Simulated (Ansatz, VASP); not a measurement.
# Two plane-wave programs on K

File INCAR:

```
SYSTEM = K
ALGO     = Fast           ! electronic algorithm
EDIFF    = 1E-7           ! SCF threshold, eV
ENCUT    = 520            ! plane-wave cutoff, eV
GGA      = PS             ! functional
ISIF     = 2              ! what is computed and relaxed
ISMEAR   = 0              ! smearing method
LASPH    = .True.         ! aspherical terms in the spheres
LCHARG   = .False.        ! write CHGCAR
LREAL    = .False.        ! projectors in reciprocal space
LWAVE    = .False.        ! write WAVECAR
NBANDS   = 16             ! bands
NELM     = 80             ! most SCF steps
PREC     = Accurate       ! precision mode
SIGMA    = 0.1            ! smearing width, eV
```

File KPOINTS:

```
k-points
0
Gamma
  10 10 6
  0 0 0
```

Contents of POSCAR:

```
K
1.0
    2.5218282548     -4.2241267417      0.0000000000
    2.5218282548      4.2241267417      0.0000000000
    0.0000000000      0.0000000000      7.8821823101
K
2
Direct
    0.8132012396      0.1867987604      0.2500000000
    0.1867987604      0.8132012396      0.7500000000
```

Input for Ansatz:

```yaml
crystal:
  lattice:
    - [2.5218282548, -4.2241267417, 0.0]
    - [2.5218282548, 4.2241267417, 0.0]
    - [0.0, 0.0, 7.8821823101]
  atoms:
    - { symbol: K, position: [0.8132012396, 0.1867987604, 0.25] }
    - { symbol: K, position: [0.1867987604, 0.8132012396, 0.75] }
basis:
  ecutwfc: 420
kpoints:
  mp_grid: { grid: [10, 10, 6] }
hamiltonian:
  xc: pbesol
scf:
  occupations: { method: gaussian, width: 0.1 }
output:
  forces: true
  stress: true
  eigenvalues: true
  populations: true
```

Alike in both runs: task single point; functional PBEsol; k mesh 10 × 10 × 6; occupations gaussian, width 0.1 eV; no spin polarisation.

```csv
,VASP,Ansatz
version,VASP 6.6.1,Ansatz 0.2.0
potentials or method,"VASP PAW PBE potentials, release 64 (K_sv), cutoff 520 eV","scalar-relativistic, plane waves, PAW"
valence electrons in the cell,18,18
```

Ansatz gave:

```
gap on the k mesh at the Fermi level (eV) : none
pressure (GPa)                            : -0.4
rms of the force components (eV/Å)        : 0.006
```

Question: What did VASP give for the same quantities?

Answer: gap on the k mesh at the Fermi level (eV): none; pressure (GPa): -0.5; rms of the force components (eV/Å): 0.006.

VASP's potentials were made for PBE, not for PBEsol. Atom by atom the forces differ by 0.000 eV/Å (rms over components). A gap of «none» marks a metal or a gap that the smearing closes. The functional is the same, so the differences come from potentials, cutoffs and numerics.
